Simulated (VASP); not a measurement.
# SnO2 (Pnnm) in VASP: a series of runs, part 2 of 2

VASP 6.6.1.

### Step 3. Single point, LDA (11.84 Å³/atom)

This run uses another cell than the first one, of 11.84 Å³/atom.

Contents of INCAR:

```
SYSTEM = SnO2
  ALGO = Normal
  EDIFF = 1E-6
  ENCUT = 520
  ISIF = 2
  ISMEAR = 0
  LASPH = .True.
  LCHARG = .True.
  LELF = .True.
  LREAL = .False.
  LVHAR = .True.
  LWAVE = .False.
  NBANDS = 35
  NELM = 60
  PREC = Accurate
  SIGMA = 0.05
```

Contents of KPOINTS:

```
k-points
0
Gamma
  6 6 10
  0 0 0
```

Contents of POSCAR:

```
SnO2
1.0
    5.1153852581      0.0000000000      0.0000000000
    0.0000000000      4.5345931424      0.0000000000
    0.0000000000      0.0000000000      3.0631505291
Sn O
2 4
Direct
    0.5000000000      0.5000000000      0.5000000000
    0.0000000000      0.0000000000      0.0000000000
    0.3219075412      0.2848591290      0.0000000000
    0.8219075412      0.2151408710      0.5000000000
    0.1780924588      0.7848591290      0.5000000000
    0.6780924588      0.7151408710      0.0000000000
```

Potentials or basis: VASP PAW LDA potentials, release 64 (Sn_d, O).

Run with:

```console
$ cat potpaw_LDA.64/Sn_d/POTCAR potpaw_LDA.64/O/POTCAR > POTCAR
$ mpirun -np 1 vasp_std > vasp.out
```

OUTCAR:

```text
SYSTEM = SnO2
   EDIFF = 1E-6
   ENCUT = 520
   ISIF = 2
   ISMEAR = 0
   LASPH = .True.
   LREAL = .False.
   NELM = 60
   PREC = Accurate

 ion  position               nearest neighbor table
   1  0.500  0.500  0.500-   3 2.03   6 2.03   3 2.03   6 2.03   5 2.09   4 2.09   2 3.75   2 3.75
                             2 3.75   2 3.75   2 3.75   2 3.75   2 3.75   2 3.75
   2  0.000  0.000  0.000-   4 2.03   5 2.03   4 2.03   5 2.03   3 2.09   6 2.09   1 3.75   1 3.75
                             1 3.75   1 3.75   1 3.75   1 3.75   1 3.75   1 3.75
   3  0.322  0.285  0.000-   1 2.03   1 2.03   2 2.09
   4  0.822  0.215  0.500-   2 2.03   2 2.03   1 2.09
   5  0.178  0.785  0.500-   2 2.03   2 2.03   1 2.09
   6  0.678  0.715  0.000-   1 2.03   1 2.03   2 2.09

  LATTYP: Found a simple orthorhombic cell.
 ALAT       =     3.0631505291
 B/A-ratio  =     1.4803690185
 C/A-ratio  =     1.6699751480

  Lattice vectors:

 A1 = (   0.0000000000,   0.0000000000,  -3.0631505291)
 A2 = (   0.0000000000,   4.5345931424,   0.0000000000)
 A3 = (   5.1153852581,   0.0000000000,   0.0000000000)

Analysis of symmetry for initial positions (statically):
=====================================================================
 Subroutine PRICEL returns:
 Original cell was already a primitive cell.

 Routine SETGRP: Setting up the symmetry group for a
 simple orthorhombic supercell.

 Subroutine GETGRP returns: Found  8 space group operations
 (whereof  4 operations were pure point group operations)
 out of a pool of  8 trial point group operations.

The static configuration has the point symmetry C_2h.
 The point group associated with its full space group is D_2h.

Analysis of symmetry for dynamics (positions and initial velocities):
=====================================================================
 Subroutine PRICEL returns:
 Original cell was already a primitive cell.

 Routine SETGRP: Setting up the symmetry group for a
 simple orthorhombic supercell.

 Subroutine GETGRP returns: Found  8 space group operations
 (whereof  4 operations were pure point group operations)
 out of a pool of  8 trial point group operations.

The dynamic configuration has the point symmetry C_2h.
 The point group associated with its full space group is D_2h.

 Subroutine INISYM returns: Found  8 space group operations
 (whereof  4 operations are pure point group operations),
 and found     1 'primitive' translations

----------------------------------------------------------------------------------------

                                     Primitive cell

  volume of cell :      71.0534

  direct lattice vectors                    reciprocal lattice vectors
     5.115385258  0.000000000  0.000000000     0.195488697  0.000000000  0.000000000
     0.000000000  4.534593142  0.000000000     0.000000000  0.220526951  0.000000000
     0.000000000  0.000000000  3.063150529     0.000000000  0.000000000  0.326461266

  length of vectors
     5.115385258  4.534593142  3.063150529     0.195488697  0.220526951  0.326461266

  position of ions in fractional coordinates (direct lattice)
     0.500000000  0.500000000  0.500000000
     0.000000000  0.000000000  0.000000000
     0.321907541  0.284859129  0.000000000
     0.821907541  0.215140871  0.500000000
     0.178092459  0.784859129  0.500000000
     0.678092459  0.715140871  0.000000000

[... 32 lines left out ...]

 Found     96 irreducible k-points:

 Following reciprocal coordinates:
            Coordinates               Weight
  0.000000  0.000000  0.000000      1.000000
  0.166667  0.000000  0.000000      2.000000
  0.333333  0.000000  0.000000      2.000000
  0.500000  0.000000  0.000000      1.000000
  0.000000  0.166667  0.000000      2.000000
  0.166667  0.166667  0.000000      4.000000
[... 16 lines left out ...]
  0.333333  0.166667  0.100000      8.000000
  0.500000  0.166667  0.100000      4.000000
 [... further k-points ...]
   k-points           NKPTS =     96   k-points in BZ     NKDIM =     96   number of bands    NBANDS=     35
   number of dos      NEDOS =    301   number of ions     NIONS =      6
   total plane-waves  NPLWV =  34560
   dimension x,y,z NGX =    40 NGY =   36 NGZ =   24
   dimension x,y,z NGXF=    80 NGYF=   72 NGZF=   48
   ions per type =               2   4
   NGX,Y,Z   is equivalent  to a cutoff of  13.00, 13.20, 13.03 a.u.
   NGXF,Y,Z  is equivalent  to a cutoff of  26.00, 26.40, 26.05 a.u.
 SYSTEM =  SnO2
   PREC   = accura    normal or accurate (medium, high low for compatibility)
   ISTART =      0    job   : 0-new  1-cont  2-samecut
   ICHARG =      2    charge: 1-file 2-atom 10-const
   ISPIN  =      1    spin polarized calculation?
   LNONCOLLINEAR =      F non collinear calculations
   LSORBIT =      F    spin-orbit coupling
   LASPH  =      T    aspherical Exc in radial PAW
   ENCUT  =  520.0 eV  38.22 Ry    6.18 a.u.   9.51  8.43  5.70*2*pi/ulx,y,z
   NELM   =     60;   NELMIN=  2; NELMDL= -5     # of ELM steps
   EDIFF  = 0.1E-05   stopping-criterion for ELM
   LREAL  =      F    real-space projection
   EDIFFG = 0.1E-04   stopping-criterion for IOM
   NSW    =      0    number of steps for IOM
   IBRION =     -1    ionic relax: 0-MD 1-quasi-New 2-CG
   NFREE  =      0    steps in history (QN), initial steepest desc. (CG)
   ISIF   =      2    stress and relaxation
   ISYM   =      2    0-nonsym 1-usesym 2-fastsym
   POTIM  = 0.5000    time-step for ionic-motion
   TEBEG  =    0.0;   TEEND  =   0.0 temperature during run
   PSTRESS=    0.0 pullay stress
   NELECT =      52.0000    total number of electrons
   NUPDOWN=      -1.0000    fix difference up-down
   EMIN   =  10.00;   EMAX   =-10.00  energy-range for DOS
   EFERMI =   0.00;   METHOD = LEGACY
   ISMEAR =     0;   SIGMA  =   0.05  broadening in eV -4-tet -1-fermi 0-gaus
   EFERMI_NEDOS =   21; number of points for ismear=-14 and -15
   IALGO  =     38    algorithm
   IMIX   =      4    mixing-type and parameters
     AMIX     =   0.40;   BMIX     =  1.00
     AMIX_MAG =   1.60;   BMIX_MAG =  1.00
  volume/ion in A,a.u.               =      11.84        79.92
  Fermi-wavevector in a.u.,A,eV,Ry     =   1.475302  2.787917 29.613299  2.176516
  Thomas-Fermi vector in A             =   2.589968
   LORBIT       =      0    0 simple, 1 ext, 2 COOP (PROOUT), +10 PAW based schemes
   GGA     = CA    functional components
   LHFCALC =     F    Hartree Fock is set to
   AEXX    =    0.0000 exact exchange contribution
   IVDW    =     0    specifies the selected vdW correction
   LEPSILON=     F    determine dielectric tensor
   LRPA    =     F    only Hartree local field effects (RPA)
 non-spin polarized calculation
 Gauss-broadening in eV      SIGMA  =   0.05
  energy-cutoff  :      520.00
  volume of cell :       71.05
 maximum number of plane-waves:      1940
 NGX is ok and might be reduce to    40
   NGX = 19   NGY = 17   NGZ = 11

 number of electron      52.0000024 magnetization

 Free energy of the ion-electron system (eV)
  ---------------------------------------------------
  ext. energy  EPLUGINS =         0.00000000
  ---------------------------------------------------
  free energy    TOTEN  =       -42.03033832 eV

  energy without entropy =      -42.03033832  energy(sigma->0) =      -42.03033832

 E-fermi :   5.9937     XC(G=0): -11.8342

 val. band max:        5.7322116544   @ k =   0.0000   0.0000   0.0000
 cond. band min:       7.2666813341   @ k =   0.0000   0.0000   0.0000
 fundamental gap:      1.5344696797
 Fermi energy:         5.9936679028

 k-point     1 :       0.0000    0.0000    0.0000
  band No.  band energies     occupation
      1     -15.1121      2.00000
      2     -14.4729      2.00000
      3     -14.0530      2.00000
      4     -14.0175      2.00000
      5     -14.0154      2.00000
      6     -13.8814      2.00000
[... 901 lines left out ...]
     34      17.5453      0.00000
     35      18.6940      0.00000

 [... further k-points ...]
[... 5 lines left out ...]
  --------------------------------------------------------------------------------------
  -------------------------------------------------------------------------------------
  Total       -3.1697812      0.8083244      5.6245514     -0.0000000      0.0000000      0.0000000
  in kB      -71.4751143     18.2268345    126.8275072     -0.0000000      0.0000000      0.0000000
  external PRESSURE =      24.5264091 kB  Pullay stress =       0.0000000 kB

 VOLUME and BASIS-vectors are now :
 -----------------------------------------------------------------------------
  energy-cutoff  :      520.00
  volume of cell :       71.05
      direct lattice vectors                 reciprocal lattice vectors
     5.115385258  0.000000000  0.000000000     0.195488697  0.000000000  0.000000000
     0.000000000  4.534593142  0.000000000     0.000000000  0.220526951  0.000000000
     0.000000000  0.000000000  3.063150529     0.000000000  0.000000000  0.326461266

 POSITION                                       TOTAL-FORCE (eV/Angst)
 -----------------------------------------------------------------------------------
      2.55769      2.26730      1.53158         0.000000      0.000000     -0.000000
      0.00000      0.00000      0.00000         0.000000      0.000000     -0.000000
      1.64668      1.29172      0.00000        -0.037619     -0.048185     -0.000000
      4.20437      0.97558      1.53158        -0.037619      0.048185      0.000000
      0.91101      3.55902      1.53158         0.037619     -0.048185      0.000000
      3.46870      3.24287      0.00000         0.037619      0.048185      0.000000
 -----------------------------------------------------------------------------------
    total drift:                               -0.000000     -0.000000     -0.000000

  FREE ENERGIE OF THE ION-ELECTRON SYSTEM (eV)
  ---------------------------------------------------
  free  energy   TOTEN  =       -42.0303383206 eV

  energy  without entropy=      -42.0303383206  energy(sigma->0) =      -42.03033832
```

Run time: 2.8 min. Hardware: 1 thread of AMD EPYC 7R13 (Zen 3), shared host; peak memory 0.26 GiB.

What came out:

```yaml
Free_energy: -42.0303 eV
Pressure: 2.5 GPa
Largest_force: 0.061 eV/Å
Band_gap_on_the_k_mesh: 1.53 eV
```

Forces on the atoms (eV/Å):
```
Sn   0.000  0.000  0.000
Sn   0.000  0.000  0.000
O   -0.038 -0.048  0.000
O   -0.038  0.048  0.000
O    0.038 -0.048  0.000
O    0.038  0.048  0.000
```

Caveat: the stress differs along the axes, from -7 to 13 GPa; spin-orbit coupling is left out, which moves the levels of the heavy elements.

### Step 4. Single point, LDA (11.84 Å³/atom)

This run uses another cell than the first one, of 11.84 Å³/atom.

Contents of INCAR:

```
ALGO = Normal
EDIFF = 1E-7
ENCUT = 520
GGA = CA
ISIF = 2
ISMEAR = 0
LASPH = True
LCHARG = False
LREAL = False
LWAVE = False
NBANDS = 35
NELM = 60
PREC = Accurate
SIGMA = 0.05
```

Contents of KPOINTS:

```
k-points
0
Gamma
  6 6 10
```

Contents of POSCAR:

```
SnO2
1.0
    4.3555277215      0.0000000000      0.0000000000
    0.0000000000      4.9142484526      0.0000000000
    0.0000000000      0.0000000000      3.3196104424
Sn O
2 4
Direct
    0.5000000000      0.5000000000      0.5000000000
    0.0000000000      0.0000000000      0.0000000000
    0.2980813980      0.3155621047      0.0000000000
    0.7980813980      0.1844378953      0.5000000000
    0.2019186020      0.8155621047      0.5000000000
    0.7019186020      0.6844378953      0.0000000000
```

Run with:

```console
$ cat potpaw_LDA.64/Sn_d/POTCAR potpaw_LDA.64/O/POTCAR > POTCAR
$ mpirun -np 1 vasp_std > vasp.out
```

Wall time 2.8 min (1 thread of AMD EPYC 7R13 (Zen 3), shared host); peak memory 0.26 GiB.

Results (log left out):

```yaml
Free_energy: -42.0700 eV
Pressure: -1.4 GPa
Largest_force: 0.004 eV/Å
Band_gap_on_the_k_mesh: 1.07 eV
```

Forces on the atoms (eV/Å):
```
Sn   0.000  0.000  0.000
Sn   0.000  0.000  0.000
O   -0.001  0.004  0.000
O   -0.001 -0.004  0.000
O    0.001  0.004  0.000
O    0.001 -0.004  0.000
```

Stress tensor (GPa, compression positive):
```
 6.29  0.00  0.00
 0.00 -1.56  0.00
 0.00  0.00 -9.01
```

Levels at points of the mesh, in eV from the valence-band top:
| k point | band 24 | band 25 | band 26 | band 27 | band 28 | band 29 |
| --- | --- | --- | --- | --- | --- | --- |
| (0.00, 0.00, 0.00) | -0.89 | -0.33 | 0.00 | 1.07 | 5.43 | 5.54 |
| (0.50, 0.00, 0.00) | -1.29 | -0.67 | -0.67 | 4.32 | 4.32 | 6.39 |
| (0.00, 0.50, 0.00) | -1.12 | -0.34 | -0.34 | 4.31 | 4.31 | 6.61 |
| (0.50, 0.50, 0.00) | -1.39 | -0.65 | -0.65 | 4.54 | 4.54 | 6.99 |
| (0.00, 0.00, 0.50) | -1.64 | -1.12 | -1.12 | 5.97 | 5.97 | 9.71 |
| (0.50, 0.00, 0.50) | -0.64 | -0.38 | -0.38 | 6.38 | 6.38 | 8.08 |
| (0.00, 0.50, 0.50) | -1.27 | -0.54 | -0.54 | 6.26 | 6.26 | 8.12 |
| (0.50, 0.50, 0.50) | -0.81 | -0.62 | -0.62 | 4.86 | 4.86 | 8.26 |

Caveat: the stress differs along the axes, from -9 to 6 GPa; spin-orbit coupling is left out, which moves the levels of the heavy elements.

### Step 5. Summary

```csv
cell,gap on the mesh (eV),pressure (GPa),largest force (eV/Å)
"a = 4.779, b = 4.500, c = 3.040 Å, 6 atoms, atomic positions A",2.49,21.0,0.06
"a = 5.115, b = 4.535, c = 3.063 Å, 6 atoms, atomic positions B",1.53,2.5,0.06
"a = 4.356, b = 4.914, c = 3.320 Å, 6 atoms, atomic positions C",1.07,-1.4,-
```

Alike in all rows: task single point; level LDA; potentials or basis VASP PAW LDA potentials, release 64 (Sn_d, O); no spin polarisation; k mesh 6 × 6 × 10; cutoff (eV) 520; smearing gaussian 0.05 eV.

Caveats: spin-orbit coupling is left out, which moves the levels of the heavy elements; the stress differs along the axes, from 16 to 30 GPa (at least some runs); the stress differs along the axes, from -7 to 13 GPa (at least some runs); the stress differs along the axes, from -9 to 6 GPa (at least some runs).

Absolute energies hang on the potentials; compare differences alone.
